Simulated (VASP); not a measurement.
Here is a VASP 6.6.1 calculation.

Contents of POSCAR:

```
K2HgBr6
1.0
    0.0000000000      5.3219890000      5.3219890000
    5.3219890000      0.0000000000      5.3219890000
    5.3219890000      5.3219890000      0.0000000000
K Hg Br
2 1 6
Direct
    0.2500000000      0.2500000000      0.2500000000
    0.7500000000      0.7500000000      0.7500000000
    0.0000000000      0.0000000000      0.0000000000
    0.7532000000      0.2468000000      0.2468000000
    0.2468000000      0.7532000000      0.2468000000
    0.2468000000      0.7532000000      0.7532000000
    0.7532000000      0.2468000000      0.7532000000
    0.2468000000      0.2468000000      0.7532000000
    0.7532000000      0.7532000000      0.2468000000
```

File INCAR.step1:

```
PREC = Accurate
ENCUT = 520
ISMEAR = -1
SIGMA = 0.1
LREAL = F
LASPH = T
NELM = 100
NBANDS = 46
GGA = PE
ALGO = Normal
EDIFF = 1E-4
LWAVE = T
LCHARG = F
```

File INCAR.step2:

```
PREC = Accurate
ENCUT = 520
EDIFF = 1E-7
ISMEAR = -1
SIGMA = 0.1
LREAL = F
LASPH = T
NELM = 100
ALGO = Normal
ISIF = 2
LWAVE = F
LCHARG = T
METAGGA = R2SCAN
LMIXTAU = T
LELF = T
LVHAR = T
NBANDS = 46
ISTART = 1
```

The input KPOINTS:

```
regular mesh
0
Gamma
  6 6 6
```

Potentials or basis: VASP PAW PBE potentials, release 64 (K_sv, Hg, Br).

Command:

```bash
$ cat potpaw_PBE.64/K_sv/POTCAR potpaw_PBE.64/Hg/POTCAR potpaw_PBE.64/Br/POTCAR > POTCAR
$ cp INCAR.step1 INCAR
$ mpirun -np 1 vasp_std > vasp.out
$ cp INCAR.step2 INCAR
$ mpirun -np 1 vasp_std > vasp.out
```

Q: Estimate the pressure.

A: 0.5 GPa.

Q: Estimate the band gap on the k mesh.

A: Zero (bands 36 and 37 overlap by 0.22 eV).

Q: What does it give for the largest force?

A: 0.532 eV/Å.

Forces on the atoms (eV/Å):
```
K    0.000  0.000  0.000
K    0.000  0.000  0.000
Hg   0.000  0.000  0.000
Br   0.532  0.000  0.000
Br   0.000  0.532  0.000
Br  -0.532  0.000  0.000
Br   0.000 -0.532  0.000
Br   0.000  0.000  0.532
Br   0.000  0.000 -0.532
```

Caveat: the PAW data sets were made with another functional, which shifts forces and pressure a little; spin-orbit coupling is left out, which moves the levels of the heavy elements.
